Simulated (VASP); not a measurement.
Input of a VASP 6.6.1 run:

File INCAR:

```
SYSTEM = TiB2
PREC     = Accurate       ! precision mode
ENCUT    = 520            ! plane-wave cutoff, eV
EDIFF    = 1E-6           ! SCF threshold, eV
ISMEAR   = 0              ! smearing method
SIGMA    = 0.1            ! smearing width, eV
LREAL    = .FALSE.        ! projectors in reciprocal space
LASPH    = .TRUE.         ! aspherical terms in the spheres
NELM     = 60             ! most SCF steps
ALGO     = Normal         ! electronic algorithm
ISIF     = 2              ! what is computed and relaxed
LWAVE    = .FALSE.        ! write WAVECAR
LCHARG   = .TRUE.         ! write CHGCAR
GGA      = PE             ! functional
LELF     = .TRUE.         ! ELF
LVHAR    = .TRUE.       
NBANDS   = 16             ! bands
```

The input KPOINTS:

```
Automatic mesh
0
G
  15 15 14
  0 0 0
```

POSCAR

```
TiB2
1.0
    3.0927873866      0.0000000000      0.0000000000
   -1.5463936933      2.6784324453      0.0000000000
    0.0000000000      0.0000000000      3.1949536886
Ti B
1 2
Direct
    0.0000000000      0.0000000000      0.0000000000
    0.3333333333      0.6666666667      0.5000000000
    0.6666666667      0.3333333333      0.5000000000
```

Potentials or basis: VASP PAW PBE potentials, release 64 (Ti_sv, B).

Launch:

```bash
$ cat potpaw_PBE.64/Ti_sv/POTCAR potpaw_PBE.64/B/POTCAR > POTCAR
$ mpirun -np 1 vasp_std > vasp.out
```

**Question.** Predict the band gap on the k mesh.

**Answer.** Zero (bands 9 and 10 overlap by 0.66 eV).

**Question.** Estimate the pressure.

**Answer.** -8.1 GPa.

Stress tensor (GPa, compression positive):
```
-12.20   0.00   0.00
  0.00 -12.20   0.00
  0.00   0.00   0.23
```

Caveat: the cell differs from its parent crystal (biaxial strain in the a-b plane: +2.0 %, then relaxed in part); the cell stands under tension.
